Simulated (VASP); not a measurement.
Wanted: the native input for a VASP 6.6.1 run.

* Task: single point
* Functional: PBE
* Potentials or basis: VASP PAW PBE potentials, release 64 (Ga_d, B, As)
* Cutoff: 520 eV
* k mesh: 4 × 4 × 4
* Occupations: gaussian, width 0.1 eV
* Spin: no spin polarisation
* Dipole correction: no
* Further INCAR settings: ALGO = Normal; EDIFF = 1e-06; NBANDS = 41

The structure of Ga3BAs4 lies in POSCAR:

```
Ga3BAs4
1.0
    3.8295191500      0.0000000000      0.0000000000
    0.0000000000      3.8295191500      5.4157579200
    0.0000000000     -3.8295191500      5.4157579200
Ga B As
3 1 4
Direct
    0.5000000000      0.0000000000      0.5000000000
    0.5000000000      0.5000000000      0.0000000000
    0.0000000000      0.5000000000      0.5000000000
    0.0000000000      0.0000000000      0.0000000000
    0.5000000000      0.1250000000      0.1250000000
    0.0000000000      0.1250000000      0.6250000000
    0.0000000000      0.6250000000      0.1250000000
    0.5000000000      0.6250000000      0.6250000000
```

These files were run (other wordings do the same):

INCAR

```
PREC = Accurate ; ENCUT = 520
EDIFF = 1E-6 ; ISMEAR = 0
SIGMA = 0.1 ; LREAL = False
LASPH = True ; NELM = 100
ALGO = Normal ; ISIF = 2
LWAVE = False ; LCHARG = False
GGA = PE ; NBANDS = 41
```

KPOINTS

```
regular mesh
0
Gamma
  4 4 4
```

Potentials or basis: VASP PAW PBE potentials, release 64 (Ga_d, B, As).

Command:

```sh
$ cat potpaw_PBE.64/Ga_d/POTCAR potpaw_PBE.64/B/POTCAR potpaw_PBE.64/As/POTCAR > POTCAR
$ mpirun -np 1 vasp_std > vasp.out
```

It gave:

| Quantity | Value |
| --- | --- |
| Pressure | 7.1 GPa |
| Largest force | 3.021 eV/Å |
| Band gap on the k mesh | 0.50 eV |

Caveat: the cell stands under pressure; forces of over 1 eV/Å act on the atoms, so gaps and moduli don't describe the material at rest.

It took 73 s on 1 thread of AMD EPYC 9R45 96-Core Processor (Zen 5), with other jobs on the host, peak memory 0.28 GiB.
